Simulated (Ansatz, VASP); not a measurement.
## One calculation of Pb, two programs

The input INCAR:

```
PREC     = Accurate       # precision mode
ENCUT    = 520            # plane-wave cutoff, eV
EDIFF    = 1E-6           # SCF threshold, eV
ISMEAR   = -1             # smearing method
SIGMA    = 0.08           # smearing width, eV
LREAL    = F              # projectors in reciprocal space
LASPH    = T              # aspherical terms in the spheres
NELM     = 60             # most SCF steps
ALGO     = Normal         # electronic algorithm
ISIF     = 2              # what is computed and relaxed
LWAVE    = F              # write WAVECAR
LCHARG   = F              # write CHGCAR
GGA      = PS             # functional
NBANDS   = 21             # bands
```

Contents of KPOINTS:

```
Automatic mesh
0
Gamma
  14 14 8
```

POSCAR

```
Pb
1.0
    3.4089603348      0.0000000000      0.0000000000
   -1.7044801674      2.9522462504      0.0000000000
    0.0000000000      0.0000000000      5.4758863477
Pb
2
Direct
    0.3333333333      0.6666666667      0.2500000000
    0.6666666667      0.3333333333      0.7500000000
```

Input for Ansatz:

```yaml
crystal:
  lattice:
    - [3.4089603348, 0.0, 0.0]
    - [-1.7044801674, 2.9522462504, 0.0]
    - [0.0, 0.0, 5.4758863477]
  atoms:
    - { symbol: Pb, position: [0.3333333333, 0.6666666667, 0.25] }
    - { symbol: Pb, position: [0.6666666667, 0.3333333333, 0.75] }
kpoints:
  mp_grid: { grid: [14, 14, 8] }
  band_path:
    path:
      - [0.0, 0.0, 0.0]
      - [0.5, 0.0, 0.0]
      - [0.3333333333, 0.3333333333, 0.0]
      - [0.0, 0.0, 0.0]
      - [0.0, 0.0, 0.5]
      - [0.5, 0.0, 0.5]
      - [0.3333333333, 0.3333333333, 0.5]
      - [0.0, 0.0, 0.5]
      - [0.5, 0.0, 0.5]
    npoints: 5
scf:
  occupations: { method: fermi_dirac, width: 0.08 }
hamiltonian:
  xc: pbesol
  pseudopotentials: { kind: all_electron, lapw: { basis_error: 0.0005 } }
output:
  forces: true
  stress: true
  eigenvalues: true
```

Change from the starting cell: volume scaled by 0.94.

Alike in both runs: task single point; functional PBEsol; k mesh 14 × 14 × 8; occupations fermi-dirac, width 0.08 eV; no spin polarisation.

```csv
,VASP,Ansatz
version,VASP 6.6.1,Ansatz 0.2.0
potentials or method,"VASP PAW PBE potentials, release 64 (Pb_d), cutoff 520 eV","all-electron LAPW, scalar-relativistic"
```

```tsv
	VASP	Ansatz	Ansatz less VASP
pressure (GPa)	4.6	4.7	+0.09
traceless stress, the component that is largest in VASP (GPa)	1.65	1.66	+0.004
```

VASP's potentials were made for PBE, not for PBEsol. Ansatz ran all-electron here, and VASP with PAW potentials.

Neither program's run includes spin-orbit coupling.
